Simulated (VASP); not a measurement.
Wanted: the native input for a VASP 6.6.1 run.

| Quantity | Value |
| --- | --- |
| Task | single point |
| Functional | PBE |
| Potentials or basis | VASP PAW PBE potentials, release 64 (Ta_pv, Al, C, N) |
| Cutoff | 520 eV |
| k mesh | 4 × 4 × 6 |
| Occupations | gaussian, width 0.1 eV |
| Spin | no spin polarisation |
| Dipole correction | no |
| Further INCAR settings | ALGO = Normal; EDIFF = 1e-07; NBANDS = 28 |

The structure of Ta2AlC2N lies in POSCAR:

```
Ta2AlC2N
1.0
    2.7300185000     -4.7267424200      0.0000000000
    2.7300185000      4.7267424200      0.0000000000
    0.0000000000      0.0000000000      3.0973289500
Ta Al C N
2 1 2 1
Direct
    0.0000000000      0.5000000000      0.5000000000
    0.5000000000      0.0000000000      0.5000000000
    0.5000000000      0.5000000000      0.0000000000
    0.1669560000      0.8330440000      0.0000000000
    0.8330440000      0.1669560000      0.0000000000
    0.0000000000      0.0000000000      0.5000000000
```

The cell was built from a structure type or drawn by symmetry, and may not be a known phase.

These files were run (other wordings do the same):

INCAR

```
ALGO = Normal
EDIFF = 1E-7
ENCUT = 520
GGA = PE
ISIF = 2
ISMEAR = 0
LASPH = True
LCHARG = True
LELF = True
LREAL = False
LVHAR = True
LWAVE = False
NBANDS = 28
NELM = 100
PREC = Accurate
SIGMA = 0.1
```

KPOINTS

```
k-points
0
Gamma
  4 4 6
```

Potentials or basis: VASP PAW PBE potentials, release 64 (Ta_pv, Al, C, N).

Command:

```bash
$ cat potpaw_PBE.64/Ta_pv/POTCAR potpaw_PBE.64/Al/POTCAR potpaw_PBE.64/C/POTCAR potpaw_PBE.64/N/POTCAR > POTCAR
$ mpirun -np 1 vasp_std > vasp.out
```

It gave:

```json
{
 "Pressure": "-5.4 GPa",
 "Largest force": "0.461 eV/Å",
 "Band gap on the k mesh": "zero (bands 19 and 20 overlap by 1.31 eV)"
}
```

Caveat: the cell stands under tension; spin-orbit coupling is left out, which moves the levels of the heavy elements.

Run time: 36 s on 1 thread of Intel(R) Xeon(R) 6975P-C (Granite Rapids), on a shared host, peak memory 0.23 GiB.
